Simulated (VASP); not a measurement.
Here is a VASP 6.6.1 calculation.

The input POSCAR:

```
SiC
1.0
   -0.0176422240      2.1780523476      2.1780523476
    2.1780523476     -0.0176422240      2.1780523476
    2.1604101236      2.1604101236      0.0000000000
Si C
1 1
Direct
   -0.0007200745     -0.0007200745      0.0007200745
    0.2507200745      0.2507200745      0.2492799255
```

The input INCAR.step1:

```
SYSTEM = SiC
ALGO = Normal ; EDIFF = 1E-4
ENCUT = 520 ; GGA = PE
ISMEAR = 0 ; LASPH = .TRUE.
LCHARG = .FALSE. ; LREAL = .FALSE.
LWAVE = .TRUE. ; NBANDS = 11
NELM = 100 ; PREC = Accurate
SIGMA = 0.01
```

INCAR.step2

```
SYSTEM = SiC
ALGO = Normal ; EDIFF = 1E-7
ENCUT = 520 ; ISIF = 2
ISMEAR = 0 ; ISTART = 1
LASPH = .TRUE. ; LCHARG = .TRUE.
LELF = .TRUE. ; LMIXTAU = .TRUE.
LREAL = .FALSE. ; LVHAR = .TRUE.
LWAVE = .FALSE. ; METAGGA = R2SCAN
NBANDS = 11 ; NELM = 100
PREC = Accurate ; SIGMA = 0.01
```

Contents of KPOINTS:

```
k-points
0
G
  10 10 10
  0 0 0
```

Potentials or basis: VASP PAW PBE potentials, release 64 (Si, C).

The run is started by

```sh
$ cat potpaw_PBE.64/Si/POTCAR potpaw_PBE.64/C/POTCAR > POTCAR
$ cp INCAR.step1 INCAR
$ mpirun -np 1 vasp_std > vasp.out
$ cp INCAR.step2 INCAR
$ mpirun -np 1 vasp_std > vasp.out
```

Estimate the band gap on the k mesh.

1.63 eV, indirect (least direct gap 4.90 eV).

Predict the pressure.

-0.1 GPa.

Stress tensor (GPa, compression positive):
```
-0.08  4.26  0.00
 4.26 -0.08  0.00
 0.00  0.00 -0.15
```

Caveat: the cell differs from its parent crystal (shear xy strain -1.6%); the PAW data sets were made with another functional, which shifts forces and pressure a little. A k mesh can miss the band edges.
